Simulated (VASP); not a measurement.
# Hf3SnS4 in VASP: further runs, part 3 of 3

VASP 6.6.1. Earlier steps stand in the parts before.

## Step 4: Single point, PBE

This run uses another cell than the first one, of 19.55 Å³/atom.

Input file INCAR:

```
SYSTEM = Hf3SnS4
PREC = Accurate ; ENCUT = 500
EDIFF = 1E-6 ; ISMEAR = 0
SIGMA = 0.15 ; LREAL = .FALSE.
LASPH = .TRUE. ; NELM = 120
ALGO = Normal ; ISIF = 2
LWAVE = .FALSE. ; LCHARG = .FALSE.
GGA = PE ; NBANDS = 44
GGA_COMPAT = .FALSE.
```

Input file KPOINTS:

```
Automatic mesh
0
G
  2 2 2
  0 0 0
```

Input file POSCAR:

```
Hf3SnS4
1.0
    5.3881412703      0.0000000000      0.0000000000
    0.0000000000      5.3881412703      0.0000000000
    0.0000000000      0.0000000000      5.3881412703
Hf Sn S
3 1 4
Direct
    0.0000000000      0.5000000000      0.5000000000
    0.5000000000      0.0000000000      0.5000000000
    0.5000000000      0.5000000000      0.0000000000
    0.5000000000      0.5000000000      0.5000000000
    0.5000000000      0.0000000000      0.0000000000
    0.0000000000      0.5000000000      0.0000000000
    0.0000000000      0.0000000000      0.5000000000
    0.0000000000      0.0000000000      0.0000000000
```

Potentials or basis: VASP PAW PBE potentials, release 64 (Hf_pv, Sn_d, S).

Command:

```bash
> cat potpaw_PBE.64/Hf_pv/POTCAR potpaw_PBE.64/Sn_d/POTCAR potpaw_PBE.64/S/POTCAR > POTCAR
> mpirun -np 1 vasp_std > vasp.out
```

OUTCAR:

```text
SYSTEM = Hf3SnS4
   PREC = Accurate
   ENCUT = 500
   EDIFF = 1E-6
   ISMEAR = 0
   LREAL = .FALSE.
   LASPH = .TRUE.
   NELM = 120
   ISIF = 2
   GGA = PE

 ion  position               nearest neighbor table
   1  0.000  0.500  0.500-   4 2.69   6 2.69   7 2.69   6 2.69   7 2.69   4 2.69   3 3.81   2 3.81
                             2 3.81   2 3.81   3 3.81   3 3.81   3 3.81   2 3.81
   2  0.500  0.000  0.500-   4 2.69   5 2.69   7 2.69   5 2.69   4 2.69   7 2.69   3 3.81   1 3.81
                             3 3.81   1 3.81   3 3.81   1 3.81   3 3.81   1 3.81
   3  0.500  0.500  0.000-   4 2.69   5 2.69   6 2.69   4 2.69   5 2.69   6 2.69   2 3.81   2 3.81
                             2 3.81   1 3.81   2 3.81   1 3.81   1 3.81   1 3.81
   4  0.500  0.500  0.500-   1 2.69   2 2.69   3 2.69   3 2.69   2 2.69   1 2.69
   5  0.500  0.000  0.000-   2 2.69   3 2.69   8 2.69   2 2.69   3 2.69   8 2.69
   6  0.000  0.500  0.000-   1 2.69   3 2.69   8 2.69   1 2.69   8 2.69   3 2.69
   7  0.000  0.000  0.500-   1 2.69   2 2.69   8 2.69   8 2.69   1 2.69   2 2.69
   8  0.000  0.000  0.000-   5 2.69   6 2.69   7 2.69   7 2.69   6 2.69   5 2.69

  LATTYP: Found a simple cubic cell.
 ALAT       =     5.3881412703

  Lattice vectors:

 A1 = (   5.3881412703,   0.0000000000,   0.0000000000)
 A2 = (   0.0000000000,   5.3881412703,   0.0000000000)
 A3 = (   0.0000000000,   0.0000000000,   5.3881412703)

Analysis of symmetry for initial positions (statically):
=====================================================================
 Subroutine PRICEL returns:
 Original cell was already a primitive cell.

 Routine SETGRP: Setting up the symmetry group for a
 simple cubic supercell.

 Subroutine GETGRP returns: Found 48 space group operations
 (whereof 48 operations were pure point group operations)
 out of a pool of 48 trial point group operations.

The static configuration has the point symmetry O_h .

Analysis of symmetry for dynamics (positions and initial velocities):
=====================================================================
 Subroutine PRICEL returns:
 Original cell was already a primitive cell.

 Routine SETGRP: Setting up the symmetry group for a
 simple cubic supercell.

 Subroutine GETGRP returns: Found 48 space group operations
 (whereof 48 operations were pure point group operations)
 out of a pool of 48 trial point group operations.

The dynamic configuration has the point symmetry O_h .

 Subroutine INISYM returns: Found 48 space group operations
 (whereof 48 operations are pure point group operations),
 and found     1 'primitive' translations

----------------------------------------------------------------------------------------

                                     Primitive cell

  volume of cell :     156.4289

  direct lattice vectors                    reciprocal lattice vectors
     5.388141270  0.000000000  0.000000000     0.185592758  0.000000000  0.000000000
     0.000000000  5.388141270  0.000000000     0.000000000  0.185592758  0.000000000
     0.000000000  0.000000000  5.388141270     0.000000000  0.000000000  0.185592758

  length of vectors
     5.388141270  5.388141270  5.388141270     0.185592758  0.185592758  0.185592758

  position of ions in fractional coordinates (direct lattice)
     0.000000000  0.500000000  0.500000000
     0.500000000  0.000000000  0.500000000
     0.500000000  0.500000000  0.000000000
     0.500000000  0.500000000  0.500000000
     0.500000000  0.000000000  0.000000000
[... 48 lines left out ...]
   number of dos      NEDOS =    301   number of ions     NIONS =      8
   total plane-waves  NPLWV =  64000
   dimension x,y,z NGX =    40 NGY =   40 NGZ =   40
   dimension x,y,z NGXF=    80 NGYF=   80 NGZF=   80
   ions per type =               3   1   4
   NGX,Y,Z   is equivalent  to a cutoff of  12.34, 12.34, 12.34 a.u.
   NGXF,Y,Z  is equivalent  to a cutoff of  24.68, 24.68, 24.68 a.u.
 SYSTEM =  Hf3SnS4
   PREC   = accura    normal or accurate (medium, high low for compatibility)
   ISTART =      0    job   : 0-new  1-cont  2-samecut
   ICHARG =      2    charge: 1-file 2-atom 10-const
   ISPIN  =      1    spin polarized calculation?
   LNONCOLLINEAR =      F non collinear calculations
   LSORBIT =      F    spin-orbit coupling
   LASPH  =      T    aspherical Exc in radial PAW
   ENCUT  =  500.0 eV  36.75 Ry    6.06 a.u.   9.82  9.82  9.82*2*pi/ulx,y,z
   NELM   =    120;   NELMIN=  2; NELMDL= -5     # of ELM steps
   EDIFF  = 0.1E-05   stopping-criterion for ELM
   LREAL  =      F    real-space projection
   EDIFFG = 0.1E-04   stopping-criterion for IOM
   NSW    =      0    number of steps for IOM
   IBRION =     -1    ionic relax: 0-MD 1-quasi-New 2-CG
   NFREE  =      0    steps in history (QN), initial steepest desc. (CG)
   ISIF   =      2    stress and relaxation
   ISYM   =      2    0-nonsym 1-usesym 2-fastsym
   POTIM  = 0.5000    time-step for ionic-motion
   TEBEG  =    0.0;   TEEND  =   0.0 temperature during run
   PSTRESS=    0.0 pullay stress
   NELECT =      68.0000    total number of electrons
   NUPDOWN=      -1.0000    fix difference up-down
   EMIN   =  10.00;   EMAX   =-10.00  energy-range for DOS
   EFERMI =   0.00;   METHOD = LEGACY
   ISMEAR =     0;   SIGMA  =   0.15  broadening in eV -4-tet -1-fermi 0-gaus
   EFERMI_NEDOS =   21; number of points for ismear=-14 and -15
   IALGO  =     38    algorithm
   IMIX   =      4    mixing-type and parameters
     AMIX     =   0.40;   BMIX     =  1.00
     AMIX_MAG =   1.60;   BMIX_MAG =  1.00
  volume/ion in A,a.u.               =      19.55       131.95
  Fermi-wavevector in a.u.,A,eV,Ry     =   1.240144  2.343533 20.925182  1.537957
  Thomas-Fermi vector in A             =   2.374597
   LORBIT       =      0    0 simple, 1 ext, 2 COOP (PROOUT), +10 PAW based schemes
   GGA     = PE    functional components
   LHFCALC =     F    Hartree Fock is set to
   AEXX    =    0.0000 exact exchange contribution
   IVDW    =     0    specifies the selected vdW correction
   LEPSILON=     F    determine dielectric tensor
   LRPA    =     F    only Hartree local field effects (RPA)
 non-spin polarized calculation
 Gauss-broadening in eV      SIGMA  =   0.15
  energy-cutoff  :      500.00
  volume of cell :      156.43
 maximum number of plane-waves:      4012
 NGX is ok and might be reduce to    40
   NGX = 19   NGY = 19   NGZ = 19

 number of electron      68.0000005 magnetization

 Free energy of the ion-electron system (eV)
  ---------------------------------------------------
  ext. energy  EPLUGINS =         0.00000000
  ---------------------------------------------------
  free energy    TOTEN  =       -53.87420541 eV

  energy without entropy =      -53.83644881  energy(sigma->0) =      -53.85532711

 E-fermi :   7.5603     XC(G=0): -10.9708

 val. band max:        7.4381539774   @ k =   0.0000   0.0000   0.0000
 cond. band min:       7.7284772966   @ k =   0.0000   0.0000   0.0000
 fundamental gap:      0.2903233192
 Fermi energy:         7.5602823254

 k-point     1 :       0.0000    0.0000    0.0000
  band No.  band energies     occupation
      1     -24.9996      2.00000
      2     -24.9996      2.00000
      3     -24.9996      2.00000
      4     -24.9155      2.00000
      5     -24.9155      2.00000
      6     -24.9155      2.00000
[... 177 lines left out ...]
     43      10.0393      0.00000
     44      10.7336      0.00000

------------------------ aborting loop because EDIFF is reached ----------------------------------------

  FORCE on cell =-STRESS in cart. coord.  units (eV):
  Direction    XX          YY          ZZ          XY          YZ          ZX
  --------------------------------------------------------------------------------------
  -------------------------------------------------------------------------------------
  Total       -0.6706244     -0.6706244     -0.6706244      0.0000000      0.0000000      0.0000000
  in kB       -6.8686758     -6.8686758     -6.8686758      0.0000000      0.0000000      0.0000000
  external PRESSURE =      -6.8686758 kB  Pullay stress =       0.0000000 kB

 VOLUME and BASIS-vectors are now :
 -----------------------------------------------------------------------------
  energy-cutoff  :      500.00
  volume of cell :      156.43
      direct lattice vectors                 reciprocal lattice vectors
     5.388141270  0.000000000  0.000000000     0.185592758  0.000000000  0.000000000
     0.000000000  5.388141270  0.000000000     0.000000000  0.185592758  0.000000000
     0.000000000  0.000000000  5.388141270     0.000000000  0.000000000  0.185592758

 POSITION                                       TOTAL-FORCE (eV/Angst)
 -----------------------------------------------------------------------------------
      0.00000      2.69407      2.69407         0.000000      0.000000      0.000000
      2.69407      0.00000      2.69407         0.000000      0.000000      0.000000
      2.69407      2.69407      0.00000         0.000000      0.000000      0.000000
      2.69407      2.69407      2.69407         0.000000      0.000000      0.000000
      2.69407      0.00000      0.00000         0.000000      0.000000      0.000000
      0.00000      2.69407      0.00000         0.000000      0.000000      0.000000
      0.00000      0.00000      2.69407         0.000000      0.000000      0.000000
      0.00000      0.00000      0.00000         0.000000      0.000000      0.000000
 -----------------------------------------------------------------------------------
    total drift:                               -0.000000      0.000000     -0.000000

  FREE ENERGIE OF THE ION-ELECTRON SYSTEM (eV)
  ---------------------------------------------------
  free  energy   TOTEN  =       -53.8742054085 eV

  energy  without entropy=      -53.8364488128  energy(sigma->0) =      -53.85532711
```

It took 59 s on 1 thread of Intel Xeon 8259CL, shared host; peak memory 0.25 GiB.

Results:

| Property | Result |
| --- | --- |
| Free energy | -53.8742 eV |
| Pressure | -0.7 GPa |
| Band gap on the k mesh | zero (bands 34 and 35 overlap by 0.38 eV) |

Caveat: the k points lie up to 0.58 Å⁻¹ apart; spin-orbit coupling is left out, which moves the levels of the heavy elements.

## Step 5: Single point, PBE

This run uses another cell than the first one, of 19.35 Å³/atom.

Input file INCAR:

```
  ALGO = Normal
  EDIFF = 1E-6
  ENCUT = 500
  GGA = PE
  GGA_COMPAT = False
  ISIF = 2
  ISMEAR = 0
  LASPH = True
  LCHARG = False
  LREAL = False
  LWAVE = False
  NBANDS = 44
  NELM = 120
  PREC = Accurate
  SIGMA = 0.15
```

Input file KPOINTS:

```
k-points
0
Gamma
  2 2 2
```

Input file POSCAR:

```
Hf3SnS4
1.0
    5.3693524367      0.0000000000      0.0000000000
    0.0000000000      5.3693524367      0.0000000000
    0.0000000000      0.0000000000      5.3693524367
Hf Sn S
3 1 4
Direct
    0.5000000000      0.0000000000      0.5000000000
    0.5000000000      0.5000000000      0.0000000000
    0.0000000000      0.5000000000      0.5000000000
    0.0000000000      0.0000000000      0.0000000000
    0.5000000000      0.0000000000      0.0000000000
    0.5000000000      0.5000000000      0.5000000000
    0.0000000000      0.5000000000      0.0000000000
    0.0000000000      0.0000000000      0.5000000000
```

Command:

```bash
> cat potpaw_PBE.64/Hf_pv/POTCAR potpaw_PBE.64/Sn_d/POTCAR potpaw_PBE.64/S/POTCAR > POTCAR
> mpirun -np 1 vasp_std > vasp.out
```

Run time: 68 s. Hardware: 1 thread of Intel Xeon 8259CL, shared host; peak memory 0.25 GiB.

It converged, with:

| Property | Result |
| --- | --- |
| Free energy | -53.6931 eV |
| Pressure | -0.7 GPa |
| Band gap on the k mesh | zero (bands 34 and 35 overlap by 0.84 eV) |

Levels at points of the mesh, in eV from the Fermi level:
```csv
k point,band 32,band 33,band 34,band 35,band 36,band 37,band 38,band 39
"(0.00, 0.00, 0.00)",-2.90,-2.90,-2.90,-0.46,-0.46,-0.46,-0.35,-0.35
"(0.50, 0.00, 0.00)",-1.69,-1.13,-0.16,-0.05,-0.05,0.38,0.38,0.45
"(0.50, 0.50, 0.00)",0.35,0.39,0.39,0.46,0.46,0.46,0.48,0.66
"(0.50, 0.50, 0.50)",-0.31,-0.31,-0.31,1.34,1.43,1.43,1.43,1.43
```

Caveat: the k points lie up to 0.59 Å⁻¹ apart, too coarse for converged energies and pressures of a metal; spin-orbit coupling is left out, which moves the levels of the heavy elements.

## Step 6: The runs side by side

| cell | gap on the mesh (eV) | pressure (GPa) |
| --- | --- | --- |
| a = 5.380 Å, angles 88.8°, 8 atoms, atomic positions A | none | -0.1 |
| a = 5.369 Å, 8 atoms, atomic positions B | none | -0.7 |
| a = 5.388 Å, 8 atoms, atomic positions A | none | -0.7 |

Alike in all rows: task single point; level PBE; potentials or basis VASP PAW PBE potentials, release 64 (Hf_pv, Sn_d, S); no spin polarisation; k mesh 2 × 2 × 2; cutoff (eV) 500; smearing gaussian 0.15 eV.

Caveats: all runs use coarse meshes; spin-orbit coupling is left out, which moves the levels of the heavy elements.

Absolute energies hang on the potentials; compare differences alone.

The gap in the log of VASP goes by the Fermi energy; the results here count the filled bands.